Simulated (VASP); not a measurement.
# Si2Ni (Fm-3m) in VASP: notebook, part 2 of 2

VASP 6.6.1.

## 3. Single point, LDA, collinear spin, ferromagnetic start (15.07 Å³/atom)

The input, INCAR:

```
SYSTEM = Si2Ni
PREC = Accurate
ENCUT = 520
EDIFF = 1E-6
ISMEAR = 0
SIGMA = 0.15
LREAL = .FALSE.
LASPH = .TRUE.
NELM = 150
ALGO = Normal
ISIF = 2
LWAVE = .FALSE.
LCHARG = .FALSE.
ISPIN = 2
MAGMOM = 0 0 0.75
LORBIT = 11
NUPDOWN = 0.75
LMAXMIX = 4
NBANDS = 20
```

The input, KPOINTS:

```
Automatic mesh
0
G
  14 14 14
  0 0 0
```

The input, POSCAR:

```
Si2Ni
1.0
    0.0000000000      2.8272425872      2.8272425872
    2.8272425872      0.0000000000      2.8272425872
    2.8272425872      2.8272425872      0.0000000000
Si Ni
2 1
Direct
    0.2500000000      0.2500000000      0.2500000000
    0.7500000000      0.7500000000      0.7500000000
    0.0000000000      0.0000000000      0.0000000000
```

Potentials or basis: VASP PAW LDA potentials, release 64 (Si, Ni).

On the command line:

```console
> cat potpaw_LDA.64/Si/POTCAR potpaw_LDA.64/Ni/POTCAR > POTCAR
> mpirun -np 1 vasp_std > vasp.out
```

OUTCAR:

```text
SYSTEM = Si2Ni
   PREC = Accurate
   ENCUT = 520
   EDIFF = 1E-6
   ISMEAR = 0
   LREAL = .FALSE.
   LASPH = .TRUE.
   NELM = 150
   ISIF = 2
   ISPIN = 2
   LORBIT = 11
   NUPDOWN = 0.75

 ion  position               nearest neighbor table
   1  0.250  0.250  0.250-   3 2.45   3 2.45   3 2.45   3 2.45   2 2.83   2 2.83   2 2.83   2 2.83
                             2 2.83   2 2.83
   2  0.750  0.750  0.750-   3 2.45   3 2.45   3 2.45   3 2.45   1 2.83   1 2.83   1 2.83   1 2.83
                             1 2.83   1 2.83
   3  0.000  0.000  0.000-   2 2.45   2 2.45   2 2.45   1 2.45   2 2.45   1 2.45   1 2.45   1 2.45

  LATTYP: Found a face centered cubic cell.
 ALAT       =     5.6544851744

  Lattice vectors:

 A1 = (   0.0000000000,   2.8272425872,   2.8272425872)
 A2 = (   2.8272425872,   0.0000000000,   2.8272425872)
 A3 = (   2.8272425872,   2.8272425872,   0.0000000000)

Analysis of symmetry for initial positions (statically):
=====================================================================
 Subroutine PRICEL returns:
 Original cell was already a primitive cell.

 Routine SETGRP: Setting up the symmetry group for a
 face centered cubic supercell.

 Subroutine GETGRP returns: Found 48 space group operations
 (whereof 48 operations were pure point group operations)
 out of a pool of 48 trial point group operations.

The static configuration has the point symmetry O_h .

Analysis of symmetry for dynamics (positions and initial velocities):
=====================================================================
 Subroutine PRICEL returns:
 Original cell was already a primitive cell.

 Routine SETGRP: Setting up the symmetry group for a
 face centered cubic supercell.

 Subroutine GETGRP returns: Found 48 space group operations
 (whereof 48 operations were pure point group operations)
 out of a pool of 48 trial point group operations.

The dynamic configuration has the point symmetry O_h .

[... 159 lines left out ...]
  free energy    TOTEN  =       -19.20576867 eV

  energy without entropy =      -19.19474866  energy(sigma->0) =      -19.20025867

 E-fermi :   7.5789     XC(G=0): -11.1581

 val. band max:        8.7958462019   @ k =  -0.4286   0.2857   0.0714
 cond. band min:       7.5827060986   @ k =   0.4286   0.0000   0.0000
 fundamental gap:     -1.2131401033
 Fermi energy:         8.8574130254

 spin component 1

 k-point     1 :       0.0000    0.0000    0.0000
  band No.  band energies     occupation
      1      -4.2142      1.00000
      2       3.9069      1.00000
      3       3.9069      1.00000
      4       3.9069      1.00000
      5       5.4573      1.00000
      6       5.4573      1.00000
[... 541 lines left out ...]
     19      20.6652      0.00000
     20      22.3022      0.00000

 [... further k-points ...]

 spin component 2

 k-point     1 :       0.0000    0.0000    0.0000
  band No.  band energies     occupation
      1      -4.0491      1.00000
      2       4.1715      1.00000
      3       4.1715      1.00000
      4       4.1715      1.00000
      5       5.7107      1.00000
      6       5.7107      1.00000
[... 541 lines left out ...]
     19      20.8043      0.00000
     20      22.4803      0.00000

 [... further k-points ...]

------------------------ aborting loop because EDIFF is reached ----------------------------------------

  FORCE on cell =-STRESS in cart. coord.  units (eV):
  Direction    XX          YY          ZZ          XY          YZ          ZX
  --------------------------------------------------------------------------------------
  -------------------------------------------------------------------------------------
  Total       -4.8535873     -4.8535873     -4.8535873      0.0000000     -0.0000000     -0.0000000
  in kB     -172.0498153   -172.0498153   -172.0498153      0.0000000     -0.0000000     -0.0000000
  external PRESSURE =    -172.0498153 kB  Pullay stress =       0.0000000 kB

 VOLUME and BASIS-vectors are now :
 -----------------------------------------------------------------------------
  energy-cutoff  :      520.00
  volume of cell :       45.20
      direct lattice vectors                 reciprocal lattice vectors
     0.000000000  2.827242587  2.827242587    -0.176850760  0.176850760  0.176850760
     2.827242587  0.000000000  2.827242587     0.176850760 -0.176850760  0.176850760
     2.827242587  2.827242587  0.000000000     0.176850760  0.176850760 -0.176850760

 POSITION                                       TOTAL-FORCE (eV/Angst)
 -----------------------------------------------------------------------------------
      1.41362      1.41362      1.41362         0.000000      0.000000      0.000000
      4.24086      4.24086      4.24086        -0.000000     -0.000000     -0.000000
      0.00000      0.00000      0.00000         0.000000     -0.000000      0.000000
 -----------------------------------------------------------------------------------
    total drift:                                0.000000     -0.000000     -0.000000

  FREE ENERGIE OF THE ION-ELECTRON SYSTEM (eV)
  ---------------------------------------------------
  free  energy   TOTEN  =       -19.2057686689 eV

  energy  without entropy=      -19.1947486648  energy(sigma->0) =      -19.20025867

 total charge

# of ion       s       p       d       tot
------------------------------------------
    1        0.782   0.761   0.000   1.543
    2        0.782   0.761   0.000   1.543
    3        0.503   0.611   8.409   9.523
--------------------------------------------------
tot          2.067   2.133   8.409  12.609

 magnetization (x)

# of ion       s       p       d       tot
------------------------------------------
    1        0.044   0.046   0.000   0.090
    2        0.044   0.046   0.000   0.090
    3        0.005   0.043   0.305   0.353
--------------------------------------------------
tot          0.093   0.136   0.305   0.534
```

OSZICAR:

```text
N       E                     dE             d eps       ncg     rms          rms(c)
DAV:   1     0.695484178491E+02    0.69548E+02   -0.70037E+03  8392   0.858E+02
DAV:   2    -0.160163485485E+02   -0.85565E+02   -0.76413E+02  8676   0.191E+02
DAV:   3    -0.209081832458E+02   -0.48918E+01   -0.47443E+01 10140   0.483E+01
DAV:   4    -0.209916403511E+02   -0.83457E-01   -0.83249E-01  9676   0.564E+00
DAV:   5    -0.209936065772E+02   -0.19662E-02   -0.19660E-02 10200   0.975E-01    0.150E+01
DAV:   6    -0.264485555244E+02   -0.54549E+01   -0.33075E+01  9504   0.116E+02    0.258E+01
DAV:   7    -0.194436502102E+02    0.70049E+01   -0.99022E+00 10648   0.709E+01    0.405E+00
DAV:   8    -0.192388374320E+02    0.20481E+00   -0.12675E+00 11292   0.171E+01    0.221E+00
DAV:   9    -0.192069033713E+02    0.31934E-01   -0.22457E-01 10680   0.556E+00    0.520E-01
DAV:  10    -0.192061519684E+02    0.75140E-03   -0.60281E-03 12032   0.885E-01    0.298E-01
DAV:  11    -0.192058060385E+02    0.34593E-03   -0.51643E-04 11328   0.278E-01    0.159E-01
DAV:  12    -0.192057772563E+02    0.28782E-04   -0.85325E-05 10932   0.102E-01    0.364E-02
DAV:  13    -0.192057706131E+02    0.66431E-05   -0.10032E-05 11892   0.418E-02    0.191E-02
DAV:  14    -0.192057686326E+02    0.19806E-05   -0.24085E-06  8184   0.290E-02    0.805E-03
DAV:  15    -0.192057686689E+02   -0.36330E-07   -0.14423E-06  6336   0.215E-02
   1 F= -.19205769E+02 E0= -.19200259E+02  d E =-.110200E-01  mag=     0.7500
```

Run time: 5.4 min. Hardware: 1 thread of AMD EPYC 7R13, shared host; peak memory 0.23 GiB.

What came out:

- Free energy: -19.2058 eV
- Pressure: -17.2 GPa
- Net moment: 0.75 μB per cell
- Site moments: Si +0.09; Ni +0.35 μB
- Valence electrons inside the program's atomic spheres: Si 1.54; Ni 9.52

Caveat: the cell stands under tension; the total moment is fixed, so each spin has its own Fermi level and the state may be an excited one.

## 4. Single point, LDA, collinear spin, ferromagnetic start (15.07 Å³/atom)

The input, INCAR:

```
SYSTEM = Si2Ni
ALGO = Normal ; EDIFF = 1E-7
ENCUT = 520 ; GGA = CA
ISIF = 2 ; ISMEAR = 0
ISPIN = 2 ; LASPH = .TRUE.
LCHARG = .TRUE. ; LELF = .TRUE.
LMAXMIX = 4 ; LORBIT = 11
LREAL = .FALSE. ; LVHAR = .TRUE.
LWAVE = .FALSE. ; MAGMOM = 0 0 0.25
NBANDS = 20 ; NELM = 150
NUPDOWN = 0.25 ; PREC = Accurate
SIGMA = 0.15
```

The input, KPOINTS:

```
k-points
0
G
  14 14 14
  0 0 0
```

POSCAR is that of step 3.

Potentials or basis: VASP PAW LDA potentials, release 64 (Si, Ni).

On the command line:

```console
> cat potpaw_LDA.64/Si/POTCAR potpaw_LDA.64/Ni/POTCAR > POTCAR
> mpirun -np 1 vasp_std > vasp.out
```

OUTCAR:

```text
SYSTEM = Si2Ni
   EDIFF = 1E-7
   ENCUT = 520
   GGA = CA
   ISIF = 2
   ISMEAR = 0
   ISPIN = 2
   LASPH = .TRUE.
   LORBIT = 11
   LREAL = .FALSE.
   NELM = 150
   NUPDOWN = 0.25
   PREC = Accurate

 ion  position               nearest neighbor table
   1  0.250  0.250  0.250-   3 2.45   3 2.45   3 2.45   3 2.45   2 2.83   2 2.83   2 2.83   2 2.83
                             2 2.83   2 2.83
   2  0.750  0.750  0.750-   3 2.45   3 2.45   3 2.45   3 2.45   1 2.83   1 2.83   1 2.83   1 2.83
                             1 2.83   1 2.83
   3  0.000  0.000  0.000-   2 2.45   2 2.45   2 2.45   1 2.45   2 2.45   1 2.45   1 2.45   1 2.45

  LATTYP: Found a face centered cubic cell.
 ALAT       =     5.6544851744

  Lattice vectors:

 A1 = (   0.0000000000,   2.8272425872,   2.8272425872)
 A2 = (   2.8272425872,   0.0000000000,   2.8272425872)
 A3 = (   2.8272425872,   2.8272425872,   0.0000000000)

Analysis of symmetry for initial positions (statically):
=====================================================================
 Subroutine PRICEL returns:
 Original cell was already a primitive cell.

 Routine SETGRP: Setting up the symmetry group for a
 face centered cubic supercell.

 Subroutine GETGRP returns: Found 48 space group operations
 (whereof 48 operations were pure point group operations)
 out of a pool of 48 trial point group operations.

The static configuration has the point symmetry O_h .

Analysis of symmetry for dynamics (positions and initial velocities):
=====================================================================
 Subroutine PRICEL returns:
 Original cell was already a primitive cell.

 Routine SETGRP: Setting up the symmetry group for a
 face centered cubic supercell.

 Subroutine GETGRP returns: Found 48 space group operations
 (whereof 48 operations were pure point group operations)
 out of a pool of 48 trial point group operations.

The dynamic configuration has the point symmetry O_h .

Analysis of structural, dynamic, and magnetic symmetry:
=====================================================================
 Subroutine PRICEL returns:
[... 160 lines left out ...]
 E-fermi :   8.1157     XC(G=0): -11.1565

 val. band max:        8.4851990127   @ k =   0.4286   0.2143   0.0000
 cond. band min:       8.1239141227   @ k =   0.4286   0.3571   0.0714
 fundamental gap:     -0.3612848900
 Fermi energy:         8.5340229208

 spin component 1

 k-point     1 :       0.0000    0.0000    0.0000
  band No.  band energies     occupation
      1      -4.1567      1.00000
      2       4.0057      1.00000
      3       4.0057      1.00000
      4       4.0057      1.00000
      5       5.5608      1.00000
      6       5.5608      1.00000
[... 541 lines left out ...]
     19      20.7184      0.00000
     20      22.3633      0.00000

 [... further k-points ...]

 spin component 2

 k-point     1 :       0.0000    0.0000    0.0000
  band No.  band energies     occupation
      1      -4.1062      1.00000
      2       4.1009      1.00000
      3       4.1009      1.00000
      4       4.1009      1.00000
      5       5.6505      1.00000
      6       5.6505      1.00000
[... 541 lines left out ...]
     19      20.7604      0.00000
     20      22.4198      0.00000

 [... further k-points ...]

------------------------ aborting loop because EDIFF is reached ----------------------------------------

  FORCE on cell =-STRESS in cart. coord.  units (eV):
  Direction    XX          YY          ZZ          XY          YZ          ZX
  --------------------------------------------------------------------------------------
  -------------------------------------------------------------------------------------
  Total       -5.2403827     -5.2403827     -5.2403827      0.0000000      0.0000000      0.0000000
  in kB     -185.7609281   -185.7609281   -185.7609281      0.0000000      0.0000000      0.0000000
  external PRESSURE =    -185.7609281 kB  Pullay stress =       0.0000000 kB

 VOLUME and BASIS-vectors are now :
 -----------------------------------------------------------------------------
  energy-cutoff  :      520.00
  volume of cell :       45.20
      direct lattice vectors                 reciprocal lattice vectors
     0.000000000  2.827242587  2.827242587    -0.176850760  0.176850760  0.176850760
     2.827242587  0.000000000  2.827242587     0.176850760 -0.176850760  0.176850760
     2.827242587  2.827242587  0.000000000     0.176850760  0.176850760 -0.176850760

 POSITION                                       TOTAL-FORCE (eV/Angst)
 -----------------------------------------------------------------------------------
      1.41362      1.41362      1.41362        -0.000000      0.000000     -0.000000
      4.24086      4.24086      4.24086         0.000000     -0.000000      0.000000
      0.00000      0.00000      0.00000         0.000000      0.000000      0.000000
 -----------------------------------------------------------------------------------
    total drift:                                0.000000     -0.000000     -0.000000

  FREE ENERGIE OF THE ION-ELECTRON SYSTEM (eV)
  ---------------------------------------------------
  free  energy   TOTEN  =       -19.4117824761 eV

  energy  without entropy=      -19.4000506713  energy(sigma->0) =      -19.40591657

 total charge

# of ion       s       p       d       tot
------------------------------------------
    1        0.775   0.763   0.000   1.538
    2        0.775   0.763   0.000   1.538
    3        0.502   0.621   8.406   9.530
--------------------------------------------------
tot          2.053   2.147   8.406  12.607

 magnetization (x)

# of ion       s       p       d       tot
------------------------------------------
    1        0.017   0.013   0.000   0.030
    2        0.017   0.013   0.000   0.030
    3        0.001   0.012   0.116   0.128
--------------------------------------------------
tot          0.035   0.038   0.116   0.188
```

stdout:

```text
POSCAR found type information on POSCAR SiNi
 POSCAR found :  2 types and       3 ions
 scaLAPACK will be used
 LDA part: xc-table for (Slater(with rela. corr.)+CA(PZ))
 , standard interpolation
 POSCAR, INCAR and KPOINTS ok, starting setup
 FFT: planning ... GRIDC
 FFT: planning ... GRID_SOFT
 FFT: planning ... GRID
 WAVECAR not read
 entering main loop
```

Wall time 5.9 min (1 thread of AMD EPYC 7R13, shared host); peak memory 0.23 GiB.

Results:

```yaml
Free_energy: -19.4118 eV
Pressure: -18.6 GPa
Net_moment: 0.25 μB per cell
Site_moments: Si +0.03; Ni +0.13 μB
Valence_electrons_inside_the_program's_atomic_spheres: Si 1.54; Ni 9.53
```

Caveat: the cell stands under tension; the total moment is fixed, so each spin has its own Fermi level and the state may be an excited one.

## 5. Single point, LDA, collinear spin, ferromagnetic start (15.07 Å³/atom)

The input, INCAR:

```
SYSTEM = Si2Ni
PREC = Accurate
ENCUT = 520
EDIFF = 1E-7
ISMEAR = 0
SIGMA = 0.15
LREAL = .FALSE.
LASPH = .TRUE.
NELM = 150
ALGO = Normal
ISIF = 2
LWAVE = .FALSE.
LCHARG = .FALSE.
ISPIN = 2
MAGMOM = 0 0 0.875
LORBIT = 11
NUPDOWN = 0.875
LMAXMIX = 4
NBANDS = 20
```

The input, KPOINTS:

```
regular mesh
0
G
  14 14 14
  0 0 0
```

POSCAR is that of step 4.

On the command line:

```console
> cat potpaw_LDA.64/Si/POTCAR potpaw_LDA.64/Ni/POTCAR > POTCAR
> mpirun -np 1 vasp_std > vasp.out
```

Run time: 5.2 min. Hardware: 1 thread of AMD EPYC 7R13, shared host; peak memory 0.23 GiB.

Results (log left out):

* Free energy: -19.1197 eV
* Pressure: -16.6 GPa
* Net moment: 0.88 μB per cell
* Site moments: Si +0.11; Ni +0.40 μB
* Valence electrons inside the program's atomic spheres: Si 1.54; Ni 9.52

Caveat: the cell stands under tension; the total moment is fixed, so each spin has its own Fermi level and the state may be an excited one.

## 6. Overview

```tsv
fixed moment (μB)	pressure (GPa)	moment (μB)
0.5	-18.2	0.50
0.75	-17.2	0.75
0.25	-18.6	0.25
0.875	-16.6	0.88
```

Alike in all rows: task single point; level LDA; potentials or basis VASP PAW LDA potentials, release 64 (Si, Ni); spin collinear, ferromagnetic start; cell as given; k mesh 14 × 14 × 14; cutoff (eV) 520; smearing gaussian 0.15 eV.

Caveats: the cell stands under tension; the total moment is fixed, so each spin has its own Fermi level and the state may be an excited one.

Absolute energies hang on the potentials; compare differences alone.
